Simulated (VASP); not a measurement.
Input of a VASP 6.6.1 run:

Contents of INCAR:

```
SYSTEM = HfC
ALGO = Normal
EDIFF = 1E-7
EDIFFG = -0.01
ENCUT = 600
GGA = RP
IBRION = 2
ISIF = 3
ISMEAR = -1
LASPH = .True.
LCHARG = .False.
LREAL = .False.
LWAVE = .False.
NELM = 80
NSW = 80
PREC = Accurate
SIGMA = 0.1
```

Contents of KPOINTS:

```
k-points
0
Gamma
  11 11 11
  0 0 0
```

The input POSCAR:

```
HfC
1.0
    0.0000000000      2.3250000000      2.3250000000
    2.3250000000      0.0000000000      2.3250000000
    2.3250000000      2.3250000000      0.0000000000
Hf C
1 1
Direct
    0.5000000000      0.5000000000      0.5000000000
    0.0000000000      0.0000000000      0.0000000000
```

Potentials or basis: VASP PAW PBE potentials, release 64 (Hf_pv, C).

Launch:

```console
$ cat potpaw_PBE.64/Hf_pv/POTCAR potpaw_PBE.64/C/POTCAR > POTCAR
$ mpirun -np 1 vasp_std > vasp.out
```

Predict the space group after relaxing (to 0.05 Å).

Fm-3m (No. 225).

Predict the relaxed volume.

12.75 Å³/atom.

Estimate the relaxed cell.

a = 3.304 Å, b = 3.304 Å, c = 3.304 Å, α = 60.00°, β = 60.00°, γ = 60.00°.

Step by step:
| step | energy change (eV) | largest force (eV/Å) | pressure (GPa) | volume (Å³) |
| --- | --- | --- | --- | --- |
| 1 | 0.0000 | 0.0000 | 3.45 | 25.14 |
| 2 | 0.0067 | 0.0000 | -5.30 | 26.13 |
| 3 | -0.0039 | 0.0000 | -0.01 | 25.51 |

Caveat: the PAW data sets were made with another functional, which shifts forces and pressure a little. RPBE and its kin give volumes clearly too large for solids.
